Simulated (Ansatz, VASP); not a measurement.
**Cr in VASP and in Ansatz**

```
CELL_PARAMETERS angstrom
2.81446 0.00000 0.00000
0.00000 2.81446 0.00000
0.00000 0.00000 2.81446
ATOMIC_POSITIONS crystal
Cr 0.00000 0.00000 0.00000
Cr 0.50000 0.50000 0.50000
```

Alike in both runs: functional PBEsol; k mesh 38 × 38 × 38; occupations gaussian, width 0.1 eV; no spin polarisation.

Ansatz relaxed the structure, and its values are those at the end. VASP's run is a single point on that final structure, the one shown.

|  | VASP | Ansatz |
| --- | --- | --- |
| version | VASP 6.6.1 | Ansatz 0.2.0 |
| potentials or method | VASP PAW PBE potentials, release 64 (Cr_pv) | scalar-relativistic, plane waves, PAW |
| plane-wave cutoff (eV) | 520 | 420 |
| valence electrons in the cell | 24 | 28 |

```csv
,VASP,Ansatz,Ansatz less VASP
gap on the k mesh at the Fermi level (eV),none,none,-
pressure (GPa),-0.6,0.0,+0.57
```

VASP's potentials were made for PBE, not for PBEsol. A gap of «none» marks a metal or a gap that the smearing closes. The functional is the same, so the differences come from potentials, cutoffs and numerics. VASP's potentials hold 24 valence electrons a cell and Ansatz's 28, so a difference there can come from the potentials and not from the codes.
